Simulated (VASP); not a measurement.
Crystal: As.

```
CELL_PARAMETERS angstrom
1.75500 1.75500 1.75500
-1.75500 1.75500 1.75500
-1.75500 -1.75500 1.75500
ATOMIC_POSITIONS crystal
As 0.00000 0.00000 0.00000
```

- Program: VASP 6.6.1
- Task: relaxation of cell and atoms
- Functional: PBEsol
- Potentials or basis: VASP PAW PBE potentials, release 64 (As)
- Cutoff: 600 eV
- k mesh: 17 × 17 × 17
- Occupations: methfessel-paxton, width 0.1 eV
- Spin: no spin polarisation

At the start: pressure -10.7 GPa; volume 21.62 Å³/atom.

Task: Where does the relaxation end?

Result: Over 3 steps the energy falls by 132.5 meV/atom and the volume is 18.22 Å³/atom (-15.7 %); space group Im-3m (No. 229, to 0.05 Å).

Step by step:
```
step  energy change (eV)  largest force (eV/Å)  pressure (GPa)  volume (Å³)
   1              0.0000                0.0000          -10.73        21.62
   2             -0.1205                0.0000            4.67        17.40
   3             -0.1325                0.0000            0.16        18.22
```

Final structure:
```xyz
1
Lattice="1.6578 1.6578 1.6578 -1.6578 1.6578 1.6578 -1.6578 -1.6578 1.6578" Properties=species:S:1:pos:R:3 pbc="T T T"
As    0.0000    0.0000    0.0000
```

Caveat: the volume moved by over 15 % at a fixed basis, so the end points are rough; the PAW data sets were made with another functional, which shifts forces and pressure a little.
